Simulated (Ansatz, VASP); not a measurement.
One calculation of NaRu3W4, two programs

Contents of INCAR:

```
PREC = Accurate
ENCUT = 520
EDIFF = 1E-7
ISMEAR = 0
SIGMA = 0.1
LREAL = F
LASPH = T
NELM = 80
ALGO = Normal
ISIF = 2
LWAVE = F
LCHARG = F
GGA = PE
NBANDS = 62
```

The input KPOINTS:

```
regular mesh
0
Gamma
  4 4 4
```

File POSCAR:

```
NaRu3W4
1.0
   -3.1798906400      3.1798906400      3.1798906400
    3.1798906400     -3.1798906400      3.1798906400
    3.1798906400      3.1798906400     -3.1798906400
Na Ru W
1 3 4
Direct
    0.0000000000      0.0000000000      0.0000000000
    0.0000000000      0.5000000000      0.5000000000
    0.5000000000      0.0000000000      0.5000000000
    0.5000000000      0.5000000000      0.0000000000
    0.5000000000      0.5000000000      0.5000000000
    0.0000000000      0.0000000000      0.5000000000
    0.0000000000      0.5000000000      0.0000000000
    0.5000000000      0.0000000000      0.0000000000
```

Input for Ansatz:

```yaml
crystal:
  lattice:
    - [-3.17989064, 3.17989064, 3.17989064]
    - [3.17989064, -3.17989064, 3.17989064]
    - [3.17989064, 3.17989064, -3.17989064]
  atoms:
    - { symbol: Na, position: [0.0, 0.0, 0.0] }
    - { symbol: Ru, position: [0.0, 0.5, 0.5] }
    - { symbol: Ru, position: [0.5, 0.0, 0.5] }
    - { symbol: Ru, position: [0.5, 0.5, 0.0] }
    - { symbol: W, position: [0.5, 0.5, 0.5] }
    - { symbol: W, position: [0.0, 0.0, 0.5] }
    - { symbol: W, position: [0.0, 0.5, 0.0] }
    - { symbol: W, position: [0.5, 0.0, 0.0] }
basis:
  ecutwfc: 420
kpoints:
  mp_grid: { grid: [4, 4, 4] }
hamiltonian:
  xc: pbe
scf:
  occupations: { method: gaussian, width: 0.1 }
  lower_state_search: "off"
output:
  forces: true
  stress: true
  eigenvalues: true
```

Alike in both runs: task single point; functional PBE; k mesh 4 × 4 × 4; occupations gaussian, width 0.1 eV; no spin polarisation.

```csv
,VASP,Ansatz
version,VASP 6.6.1,Ansatz 0.2.0
potentials or method,"VASP PAW PBE potentials, release 64 (Na_pv, Ru_pv, W_sv), cutoff 520 eV","scalar-relativistic, plane waves, PAW"
valence electrons in the cell,105,113
```

VASP gave:

| Quantity | Value |
| --- | --- |
| gap on the k mesh at the Fermi level (eV) | none |
| pressure (GPa) | -9.5 |

**Question.** Which values does Ansatz return?

**Answer.** gap on the k mesh at the Fermi level (eV): none; pressure (GPa): -9.7.

A gap of «none» marks a metal or a gap that the smearing closes. VASP's potentials hold 105 valence electrons a cell and Ansatz's 113, so a difference there can come from the potentials and not from the codes.

Spin-orbit coupling is off throughout.
